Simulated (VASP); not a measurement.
Pt: relaxation of cell and atoms with revPBE

The system is Pt.

```
CELL_PARAMETERS angstrom
2.55000 0.00000 0.00000
0.00000 2.55000 0.00000
0.00000 0.00000 2.55000
ATOMIC_POSITIONS crystal
Pt 0.00000 0.00000 0.00000
```

| Item | Value |
| --- | --- |
| Program | VASP 6.6.1 |
| Task | relaxation of cell and atoms |
| Functional | revPBE |
| Potentials or basis | VASP PAW PBE potentials, release 64 (Pt) |
| Cutoff | 600 eV |
| k mesh | 7 × 7 × 7 |
| Occupations | gaussian, width 0.1 eV |
| Spin | no spin polarisation |
| Target pressure | 10 GPa |
| Dipole correction | no |
| Further INCAR settings | ALGO = Normal; EDIFF = 1e-06; IBRION = 2; EDIFFG = -0.03; NSW = 80; ISIF = 3 |

| Item | Value |
| --- | --- |
| Relaxed volume | 17.38 Å³/atom |
| Relaxed cell | a = 2.590 Å, b = 2.590 Å, c = 2.590 Å, α = 90.00°, β = 90.00°, γ = 90.00° |
| Space group after relaxing (to 0.05 Å) | Pm-3m (No. 221) |
| Energy change on relaxing (the enthalpy is what falls) | -78.7 meV/atom |
| Ionic steps | 4 |
| Pressure after relaxing | 10.0 GPa |
| Band gap on the k mesh | zero (band 5 reaches 10.30 eV, above the bottom of band 6 at 8.05 eV) |

Step by step:
```tsv
step	energy change (eV)	largest force (eV/Å)	pressure (GPa)	volume (Å³)
1	0.0000	0.0000	22.15	16.58
2	-0.0416	0.0000	-11.86	19.78
3	-0.0810	0.0000	9.46	17.42
4	-0.0787	0.0000	9.96	17.38
```

Final structure:
```
Pt
1.0
     2.59030    0.00000    0.00000
     0.00000    2.59030    0.00000
     0.00000    0.00000    2.59030
Pt
1
Direct
  0.00000 0.00000 0.00000
```

Levels at points of the mesh, in eV from the Fermi level:
| k point | band 2 | band 3 | band 4 | band 5 | band 6 | band 7 | band 8 | band 9 |
| --- | --- | --- | --- | --- | --- | --- | --- | --- |
| (0.00, 0.00, 0.00) | -5.98 | -5.98 | 0.29 | 0.29 | 0.29 | 15.35 | 15.35 | 15.35 |

It took 7.2 s on 1 thread of Intel Xeon 6975P-C (shared host), peak memory 0.13 GiB.

Caveat: the cell is relaxed towards a set pressure, so the enthalpy falls and the energy may rise; the PAW data sets were made with another functional, which shifts forces and pressure a little; spin-orbit coupling is left out, which moves the levels of the heavy elements.
